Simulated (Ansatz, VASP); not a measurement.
Two plane-wave programs on HfO2

```
Hf O
1.0
     3.57682    0.00000    0.00000
     0.00000    3.57682    0.00000
     0.00000    0.00000    5.20267
Hf O
2 4
Direct
  0.50000 0.50000 0.50000
  0.00000 0.00000 0.00000
  0.00000 0.50000 0.69616
  0.50000 0.00000 0.80384
  0.50000 0.00000 0.30384
  0.00000 0.50000 0.19616
```

Alike in both runs: functional r2SCAN; k mesh 6 × 6 × 6; occupations gaussian, width 0.02 eV; no spin polarisation.

Ansatz relaxed the structure, and its values are those at the end. VASP's run is a single point on that final structure, the one shown.

|  | VASP | Ansatz |
| --- | --- | --- |
| version | VASP 6.6.1 | Ansatz 0.2.0 |
| potentials or method | VASP PAW PBE potentials, release 64 (Hf_pv, O), cutoff 520 eV | scalar-relativistic, plane waves, PAW |
| valence electrons in the cell | 44 | 76 |

Ansatz gave:

```
gap on the k mesh at the Fermi level (eV) : 5.26
least direct gap on the mesh (eV)         : 5.33
pressure (GPa)                            : 0.0
rms of the force components (eV/Å)        : 0.000
```

Q: Estimate VASP's values.

A: gap on the k mesh at the Fermi level (eV): 5.24; least direct gap on the mesh (eV): 5.32; pressure (GPa): -3.6; rms of the force components (eV/Å): 0.032.

VASP's potentials were made for PBE, not for r2SCAN. VASP's potentials hold 44 valence electrons a cell and Ansatz's 76, so a difference there can come from the potentials and not from the codes.

Spin-orbit coupling is off throughout.
